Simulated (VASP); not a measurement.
# Eu (Pm-3m) in VASP: a series of runs

The runs below take Eu through single point, with LDA.

All numbers are computed with VASP 6.6.1; they aren't measurements. Logs are shortened: lines on timing, memory, paths and dates and some standing lists are left out, and cuts for length are marked.

## 1. The cell of the first run

Symmetry: Pm-3m, No. 221, cubic system. Conventional cell: a = 2.551 Å, b = 2.551 Å, c = 2.551 Å, α = 90.00°, β = 90.00°, γ = 90.00°. Within 3.4 Å of Eu (site symmetry m-3m) lie 6 Eu at 2.55 Å.

This isn't the form of Eu at room conditions, which is bcc.

## 2. Single point, LDA, collinear spin, ferromagnetic start (16.61 Å³/atom)

Contents of INCAR:

```
SYSTEM = Eu
ALGO = Normal
EDIFF = 1E-6
ENCUT = 520
GGA = CA
ISIF = 2
ISMEAR = -1
ISPIN = 2
LASPH = .TRUE.
LCHARG = .TRUE.
LELF = .TRUE.
LMAXMIX = 6
LORBIT = 11
LREAL = .FALSE.
LVHAR = .TRUE.
LWAVE = .FALSE.
MAGMOM = 7
NBANDS = 18
NELM = 150
PREC = Accurate
SIGMA = 0.05
```

Contents of KPOINTS:

```
k-points
0
G
  11 11 11
  0 0 0
```

Contents of POSCAR:

```
Eu
1.0
    2.5513058898      0.0000000000      0.0000000000
    0.0000000000      2.5513058898      0.0000000000
    0.0000000000      0.0000000000      2.5513058898
Eu
1
Direct
    0.0000000000      0.0000000000      0.0000000000
```

Potentials or basis: VASP PAW PBE potentials, release 64 (Eu).

Started as:

```
> cat potpaw_PBE.64/Eu/POTCAR > POTCAR
> mpirun -np 1 vasp_std > vasp.out
```

OUTCAR:

```text
SYSTEM = Eu
   EDIFF = 1E-6
   ENCUT = 520
   GGA = CA
   ISIF = 2
   ISMEAR = -1
   ISPIN = 2
   LASPH = .TRUE.
   LORBIT = 11
   LREAL = .FALSE.
   NELM = 150
   PREC = Accurate

 ion  position               nearest neighbor table
   1  0.000  0.000  0.000-

  LATTYP: Found a simple cubic cell.
 ALAT       =     2.5513058898

  Lattice vectors:

 A1 = (   2.5513058898,   0.0000000000,   0.0000000000)
 A2 = (   0.0000000000,   2.5513058898,   0.0000000000)
 A3 = (   0.0000000000,   0.0000000000,   2.5513058898)

Analysis of symmetry for initial positions (statically):
=====================================================================
 Subroutine PRICEL returns:
 Original cell was already a primitive cell.

 Routine SETGRP: Setting up the symmetry group for a
 simple cubic supercell.

 Subroutine GETGRP returns: Found 48 space group operations
 (whereof 48 operations were pure point group operations)
 out of a pool of 48 trial point group operations.

The static configuration has the point symmetry O_h .

Analysis of symmetry for dynamics (positions and initial velocities):
=====================================================================
 Subroutine PRICEL returns:
 Original cell was already a primitive cell.

 Routine SETGRP: Setting up the symmetry group for a
 simple cubic supercell.

 Subroutine GETGRP returns: Found 48 space group operations
 (whereof 48 operations were pure point group operations)
 out of a pool of 48 trial point group operations.

The dynamic configuration has the point symmetry O_h .

Analysis of structural, dynamic, and magnetic symmetry:
=====================================================================
 Subroutine PRICEL returns:
 Original cell was already a primitive cell.

 Routine SETGRP: Setting up the symmetry group for a
 simple cubic supercell.

 Subroutine GETGRP returns: Found 48 space group operations
 (whereof 48 operations were pure point group operations)
 out of a pool of 48 trial point group operations.

The overall configuration has the point symmetry O_h .

 Subroutine INISYM returns: Found 48 space group operations
 (whereof 48 operations are pure point group operations),
 and found     1 'primitive' translations

----------------------------------------------------------------------------------------

                                     Primitive cell

  volume of cell :      16.6069

  direct lattice vectors                    reciprocal lattice vectors
     2.551305890  0.000000000  0.000000000     0.391956137  0.000000000  0.000000000
     0.000000000  2.551305890  0.000000000     0.000000000  0.391956137  0.000000000
     0.000000000  0.000000000  2.551305890     0.000000000  0.000000000  0.391956137

  length of vectors
     2.551305890  2.551305890  2.551305890     0.391956137  0.391956137  0.391956137

  position of ions in fractional coordinates (direct lattice)
     0.000000000  0.000000000  0.000000000

  ion indices of the primitive-cell ions
   primitive index   ion index
                 1           1

----------------------------------------------------------------------------------------

 KPOINTS: k-points

Automatic generation of k-mesh.
 Grid dimensions read from file:
 generate k-points for:   11   11   11

 Generating k-lattice:

  Cartesian coordinates                     Fractional coordinates (reciprocal lattice)
     0.035632376  0.000000000  0.000000000     0.090909091  0.000000000  0.000000000
     0.000000000  0.035632376  0.000000000     0.000000000  0.090909091  0.000000000
     0.000000000  0.000000000  0.035632376     0.000000000  0.000000000  0.090909091

  Length of vectors
     0.035632376  0.035632376  0.035632376

  Shift w.r.t. Gamma in fractional coordinates (k-lattice)
     0.000000000  0.000000000  0.000000000

 Subroutine IBZKPT returns following result:
 ===========================================

 Found     56 irreducible k-points:

 Following reciprocal coordinates:
            Coordinates               Weight
  0.000000  0.000000  0.000000      1.000000
  0.090909  0.000000  0.000000      6.000000
  0.181818  0.000000  0.000000      6.000000
  0.272727  0.000000  0.000000      6.000000
  0.363636  0.000000  0.000000      6.000000
  0.454545  0.000000  0.000000      6.000000
[... 16 lines left out ...]
  0.181818  0.090909  0.090909     24.000000
  0.272727  0.090909  0.090909     24.000000
 [... further k-points ...]
   k-points           NKPTS =     56   k-points in BZ     NKDIM =     56   number of bands    NBANDS=     18
   number of dos      NEDOS =    301   number of ions     NIONS =      1
   total plane-waves  NPLWV =   8000
   dimension x,y,z NGX =    20 NGY =   20 NGZ =   20
   dimension x,y,z NGXF=    40 NGYF=   40 NGZF=   40
   ions per type =               1
   NGX,Y,Z   is equivalent  to a cutoff of  13.03, 13.03, 13.03 a.u.
   NGXF,Y,Z  is equivalent  to a cutoff of  26.06, 26.06, 26.06 a.u.
 SYSTEM =  Eu
   PREC   = accura    normal or accurate (medium, high low for compatibility)
   ISTART =      0    job   : 0-new  1-cont  2-samecut
   ICHARG =      2    charge: 1-file 2-atom 10-const
   ISPIN  =      2    spin polarized calculation?
   LNONCOLLINEAR =      F non collinear calculations
   LSORBIT =      F    spin-orbit coupling
   LASPH  =      T    aspherical Exc in radial PAW
   ENCUT  =  520.0 eV  38.22 Ry    6.18 a.u.   4.74  4.74  4.74*2*pi/ulx,y,z
   NELM   =    150;   NELMIN=  2; NELMDL= -5     # of ELM steps
   EDIFF  = 0.1E-05   stopping-criterion for ELM
   LREAL  =      F    real-space projection
   EDIFFG = 0.1E-04   stopping-criterion for IOM
   NSW    =      0    number of steps for IOM
   IBRION =     -1    ionic relax: 0-MD 1-quasi-New 2-CG
   NFREE  =      0    steps in history (QN), initial steepest desc. (CG)
   ISIF   =      2    stress and relaxation
   ISYM   =      2    0-nonsym 1-usesym 2-fastsym
   POTIM  = 0.5000    time-step for ionic-motion
   TEBEG  =    0.0;   TEEND  =   0.0 temperature during run
   PSTRESS=    0.0 pullay stress
   NELECT =      17.0000    total number of electrons
   NUPDOWN=      -1.0000    fix difference up-down
   EMIN   =  10.00;   EMAX   =-10.00  energy-range for DOS
   EFERMI =   0.00;   METHOD = LEGACY
   ISMEAR =    -1;   SIGMA  =   0.05  broadening in eV -4-tet -1-fermi 0-gaus
   EFERMI_NEDOS =   21; number of points for ismear=-14 and -15
   IALGO  =     38    algorithm
   IMIX   =      4    mixing-type and parameters
     AMIX     =   0.40;   BMIX     =  1.00
     AMIX_MAG =   1.60;   BMIX_MAG =  1.00
  volume/ion in A,a.u.               =      16.61       112.07
  Fermi-wavevector in a.u.,A,eV,Ry     =   1.649916  3.117890 37.038108  2.722224
  Thomas-Fermi vector in A             =   2.738955
   LORBIT       =     11    0 simple, 1 ext, 2 COOP (PROOUT), +10 PAW based schemes
   GGA     = CA    functional components
   LHFCALC =     F    Hartree Fock is set to
   AEXX    =    0.0000 exact exchange contribution
   IVDW    =     0    specifies the selected vdW correction
   LEPSILON=     F    determine dielectric tensor
   LRPA    =     F    only Hartree local field effects (RPA)
 spin polarized calculation
  energy-cutoff  :      520.00
  volume of cell :       16.61
 maximum number of plane-waves:       461
 NGX is ok and might be reduce to    20
   NGX =  9   NGY =  9   NGZ =  9

 number of electron      17.0000008 magnetization       6.5795588

 Free energy of the ion-electron system (eV)
  ---------------------------------------------------
  ext. energy  EPLUGINS =         0.00000000
  ---------------------------------------------------
  free energy    TOTEN  =        -9.55995611 eV

  energy without entropy =       -9.55039769  energy(sigma->0) =       -9.55517690

 E-fermi :   6.9252     XC(G=0): -13.7359

 val. band max:        6.9106857810   @ k =   0.2727   0.0909   0.0000
 cond. band min:       6.9332777263   @ k =   0.2727   0.0909   0.0000
 fundamental gap:      0.0225919453
 Fermi energy:         6.9252015040

 spin component 1

 k-point     1 :       0.0000    0.0000    0.0000
  band No.  band energies     occupation
      1     -36.2087      1.00000
      2     -11.3142      1.00000
      3     -11.3142      1.00000
      4     -11.3142      1.00000
      5       3.6071      1.00000
      6       4.2299      1.00000
[... 10 lines left out ...]
     17      19.7464      0.00000
     18      26.5503      0.00000

 k-point     2 :       0.0909    0.0000    0.0000
  band No.  band energies     occupation
      1     -36.1321      1.00000
      2     -12.0000      1.00000
      3     -11.2553      1.00000
      4     -11.2553      1.00000
      5       3.8819      1.00000
      6       4.2934      1.00000
[... 10 lines left out ...]
     17      19.8294      0.00000
     18      25.1264      0.00000
[... 442 lines left out ...]
 k-point    24 :       0.2727    0.0909    0.0909
  band No.  band energies     occupation
      1     -35.4732      1.00000
      2     -15.1439      1.00000
      3     -11.4832      1.00000
      4     -11.4522      1.00000
      5       4.7960      1.00000
      6       4.9463      1.00000
[... 10 lines left out ...]
     17      18.3056      0.00000
     18      23.1693      0.00000

 [... further k-points ...]

 spin component 2

 k-point     1 :       0.0000    0.0000    0.0000
  band No.  band energies     occupation
      1     -33.7257      1.00000
      2      -9.1451      1.00000
      3      -9.1451      1.00000
      4      -9.1451      1.00000
      5       4.4459      1.00000
      6       5.3361      1.00000
[... 10 lines left out ...]
     17      21.3001      0.00000
     18      27.6489      0.00000

 k-point     2 :       0.0909    0.0000    0.0000
  band No.  band energies     occupation
      1     -33.6423      1.00000
      2      -9.9127      1.00000
      3      -9.0799      1.00000
      4      -9.0799      1.00000
      5       4.7827      1.00000
      6       5.4379      1.00000
[... 10 lines left out ...]
     17      21.3916      0.00000
     18      26.2465      0.00000
[... 442 lines left out ...]
 k-point    24 :       0.2727    0.0909    0.0909
  band No.  band energies     occupation
      1     -32.9198      1.00000
      2     -13.3109      1.00000
      3      -9.3367      1.00000
      4      -9.2989      1.00000
      5       6.8009      0.92311
      6       7.1139      0.02246
[... 10 lines left out ...]
     17      19.8545      0.00000
     18      24.4908      0.00000

 [... further k-points ...]

------------------------ aborting loop because EDIFF is reached ----------------------------------------

  FORCE on cell =-STRESS in cart. coord.  units (eV):
  Direction    XX          YY          ZZ          XY          YZ          ZX
  --------------------------------------------------------------------------------------
  -------------------------------------------------------------------------------------
  Total        5.4529471      5.4529471      5.4529471      0.0000000      0.0000000      0.0000000
  in kB      526.0830065    526.0830065    526.0830065      0.0000000      0.0000000      0.0000000
  external PRESSURE =     526.0830065 kB  Pullay stress =       0.0000000 kB

 VOLUME and BASIS-vectors are now :
 -----------------------------------------------------------------------------
  energy-cutoff  :      520.00
  volume of cell :       16.61
      direct lattice vectors                 reciprocal lattice vectors
     2.551305890  0.000000000  0.000000000     0.391956137  0.000000000  0.000000000
     0.000000000  2.551305890  0.000000000     0.000000000  0.391956137  0.000000000
     0.000000000  0.000000000  2.551305890     0.000000000  0.000000000  0.391956137

 POSITION                                       TOTAL-FORCE (eV/Angst)
 -----------------------------------------------------------------------------------
      0.00000      0.00000      0.00000         0.000000      0.000000      0.000000
 -----------------------------------------------------------------------------------
    total drift:                                0.000000      0.000000      0.000000

  FREE ENERGIE OF THE ION-ELECTRON SYSTEM (eV)
  ---------------------------------------------------
  free  energy   TOTEN  =        -9.5599561105 eV

  energy  without entropy=       -9.5503976858  energy(sigma->0) =       -9.55517690

 total charge

# of ion       s       p       d       f       tot
--------------------------------------------------
    1        2.059   5.629   1.360   6.599  15.647

 magnetization (x)

# of ion       s       p       d       f       tot
--------------------------------------------------
    1        0.009  -0.068   0.205   6.279   6.425
```

Wall time 30 s (1 thread of Intel Xeon Platinum 8488C (Sapphire Rapids), shared host); peak memory 0.15 GiB.

Results:

```yaml
Free_energy: -9.5600 eV
Pressure: 52.6 GPa
Net_moment: 6.58 μB per cell
Site_moments: Eu +6.42 μB
Valence_electrons_inside_the_program's_atomic_spheres: Eu 15.65
```

Caveat: the cell stands under pressure; the PAW data sets were made with another functional, which shifts forces and pressure a little; spin-orbit coupling is left out, which moves the levels of the heavy elements; semilocal functionals describe open f shells poorly, which spoils levels, moments and volumes. The state reached can hang on the start; a lower one may exist.

## 3. Single point, LDA, collinear spin, ferromagnetic start (16.61 Å³/atom)

Contents of INCAR:

```
PREC = Accurate
ENCUT = 520
EDIFF = 1E-7
ISMEAR = -1
SIGMA = 0.05
LREAL = False
LASPH = True
NELM = 150
ALGO = Normal
ISIF = 2
LWAVE = False
LCHARG = False
ISPIN = 2
MAGMOM = 7
LORBIT = 11
LMAXMIX = 6
GGA = CA
NBANDS = 18
```

Contents of KPOINTS:

```
regular mesh
0
Gamma
  11 11 11
```

POSCAR is that of step 2.

Potentials or basis: VASP PAW PBE potentials, release 64 (Eu).

Started as:

```
> cat potpaw_PBE.64/Eu/POTCAR > POTCAR
> mpirun -np 1 vasp_std > vasp.out
```

OUTCAR:

```text
PREC = Accurate
   ENCUT = 520
   EDIFF = 1E-7
   ISMEAR = -1
   LREAL = False
   LASPH = True
   NELM = 150
   ISIF = 2
   ISPIN = 2
   LORBIT = 11
   GGA = CA

 ion  position               nearest neighbor table
   1  0.000  0.000  0.000-

  LATTYP: Found a simple cubic cell.
 ALAT       =     2.5513058898

  Lattice vectors:

 A1 = (   2.5513058898,   0.0000000000,   0.0000000000)
 A2 = (   0.0000000000,   2.5513058898,   0.0000000000)
 A3 = (   0.0000000000,   0.0000000000,   2.5513058898)
[... 1215 lines left out ...]
  -------------------------------------------------------------------------------------
  Total        5.4580272      5.4580272      5.4580272     -0.0000000      0.0000000     -0.0000000
  in kB      526.5731122    526.5731122    526.5731122     -0.0000000      0.0000000     -0.0000000
  external PRESSURE =     526.5731122 kB  Pullay stress =       0.0000000 kB

 VOLUME and BASIS-vectors are now :
 -----------------------------------------------------------------------------
  energy-cutoff  :      520.00
  volume of cell :       16.61
      direct lattice vectors                 reciprocal lattice vectors
     2.551305890  0.000000000  0.000000000     0.391956137  0.000000000  0.000000000
     0.000000000  2.551305890  0.000000000     0.000000000  0.391956137  0.000000000
     0.000000000  0.000000000  2.551305890     0.000000000  0.000000000  0.391956137

 POSITION                                       TOTAL-FORCE (eV/Angst)
 -----------------------------------------------------------------------------------
      0.00000      0.00000      0.00000         0.000000      0.000000      0.000000
 -----------------------------------------------------------------------------------
    total drift:                               -0.000000      0.000000      0.000000

  FREE ENERGIE OF THE ION-ELECTRON SYSTEM (eV)
  ---------------------------------------------------
  free  energy   TOTEN  =        -9.5599560577 eV

  energy  without entropy=       -9.5503976519  energy(sigma->0) =       -9.55517685

 total charge

# of ion       s       p       d       f       tot
--------------------------------------------------
    1        2.059   5.629   1.360   6.599  15.647

 magnetization (x)

# of ion       s       p       d       f       tot
--------------------------------------------------
    1        0.009  -0.068   0.205   6.279   6.425
```

OSZICAR:

```text
N       E                     dE             d eps       ncg     rms          rms(c)
DAV:   1     0.779904177609E+02    0.77990E+02   -0.63946E+03  5084   0.462E+03
DAV:   2     0.176468376566E+01   -0.76226E+02   -0.67839E+02  4872   0.320E+02
[... 12 lines left out ...]
DAV:  15    -0.955996325808E+01   -0.13117E-03   -0.50426E-04  5652   0.627E-01    0.263E-01
DAV:  16    -0.955995234919E+01    0.10909E-04   -0.46630E-05  7038   0.144E-01    0.688E-02
DAV:  17    -0.955995451648E+01   -0.21673E-05   -0.84789E-06  6596   0.535E-02    0.178E-01
DAV:  18    -0.955995602571E+01   -0.15092E-05   -0.92956E-07  6140   0.172E-02    0.687E-02
DAV:  19    -0.955995614471E+01   -0.11899E-06   -0.34820E-07  4656   0.139E-02    0.206E-02
DAV:  20    -0.955995605767E+01    0.87034E-07   -0.11906E-07  3232   0.106E-02
   1 F= -.95599561E+01 E0= -.95551769E+01  d E =-.955841E-02  mag=     6.5788
```

stdout:

```text
POSCAR found type information on POSCAR Eu
 POSCAR found :  1 types and       1 ions
 scaLAPACK will be used
 -----------------------------------------------------------------------------
|                                                                             |
|                                                                             |
|     You enforced a specific xc type in the INCAR file but a different       |
|     I HOPE YOU KNOW WHAT YOU ARE DOING!                                     |
|                                                                             |
 -----------------------------------------------------------------------------

 LDA part: xc-table for (Slater(with rela. corr.)+CA(PZ))
 , standard interpolation
 POSCAR, INCAR and KPOINTS ok, starting setup
 FFT: planning ... GRIDC
 FFT: planning ... GRID_SOFT
 FFT: planning ... GRID
 WAVECAR not read
 entering main loop
```

Wall time 32 s (1 thread of Intel Xeon Platinum 8488C (Sapphire Rapids), shared host); peak memory 0.15 GiB.

What came out:

```yaml
Free_energy: -9.5600 eV
Pressure: 52.7 GPa
Net_moment: 6.58 μB per cell
Site_moments: Eu +6.42 μB
Valence_electrons_inside_the_program's_atomic_spheres: Eu 15.65
```

Levels at points of the mesh, in eV from the Fermi level:
Spin up:
```tsv
k point	band 10	band 11	band 12	band 13	band 14	band 15
(0.00, 0.00, 0.00)	-1.28	-0.77	-0.77	-0.77	-0.58	12.82
```
Spin down:
| k point | band 1 | band 2 | band 3 | band 4 | band 5 | band 6 | band 7 | band 8 | band 9 | band 10 |
| --- | --- | --- | --- | --- | --- | --- | --- | --- | --- | --- |
| (0.00, 0.00, 0.00) | -40.65 | -16.07 | -16.07 | -16.07 | -2.48 | -1.59 | -1.59 | 2.84 | 2.84 | 2.84 |

Caveat: the cell stands under pressure; the PAW data sets were made with another functional, which shifts forces and pressure a little; spin-orbit coupling is left out, which moves the levels of the heavy elements; semilocal functionals describe open f shells poorly, which spoils levels, moments and volumes. The state reached can hang on the start; a lower one may exist.
